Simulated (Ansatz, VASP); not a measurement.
# Rh in VASP and in Ansatz

```
CELL_PARAMETERS angstrom
2.72403 0.00000 0.00000
-1.36202 2.35908 0.00000
0.00000 0.00000 4.38916
ATOMIC_POSITIONS crystal
Rh 0.33333 0.66667 0.25000
Rh 0.66667 0.33333 0.75000
```

Alike in both runs: task relaxation of cell and atoms; functional PBE; k mesh 17 × 17 × 10; occupations fermi-dirac, width 0.05 eV; no spin polarisation.

|  | VASP | Ansatz |
| --- | --- | --- |
| version | VASP 6.6.1 | Ansatz 0.2.0 |
| potentials or method | VASP PAW PBE potentials, release 64 (Rh_pv), cutoff 600 eV | all-electron LAPW, scalar-relativistic |

```tsv
	VASP	Ansatz	Ansatz less VASP
relaxed volume (Å³/atom)	14.10	14.10	+0.003
relaxed length of the cell vector where the two differ most in proportion (Å)	2.724	2.724	+0.0004
```

Ansatz ran all-electron here, and VASP with PAW potentials.
